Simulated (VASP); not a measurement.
Runs of VASP 6.6.1 on Si2W (fluorite type). The structure is that of space group Fm-3m (No. 225), or close to it. The cells are those of the table. 

```tsv
task	cell	cutoff (eV)	gap on the mesh (eV)	pressure (GPa)
relaxation of cell and atoms	relaxed to 170 GPa from a = 3.556 Å, angles 60.0°, 3 atoms	600	none	170.0
relaxation of cell and atoms	relaxed to 170 GPa from a = 3.437 Å, angles 60.0°, 3 atoms	600	none	170.0
single point	a = 3.553 Å, angles 60.0°, 3 atoms	520	none	(a)
single point	a = 3.556 Å, angles 60.0°, 3 atoms	520	none	170.9
```

Alike in all rows: level PBE; potentials or basis VASP PAW PBE potentials, release 64 (W_sv, Si); no spin polarisation; k mesh 10 × 10 × 10; smearing fermi-dirac 0.05 eV.

Question: Estimate the missing entries.

Answer: (a) 172.3.

Caveats: spin-orbit coupling is left out, which moves the levels of the heavy elements; the cell is relaxed towards a set pressure, so the enthalpy falls and the energy may rise (some runs).

A k mesh can miss the band edges, and the runs leave out spin-orbit coupling on W.

A gap of «none» marks levels without a gap at the run's occupations.
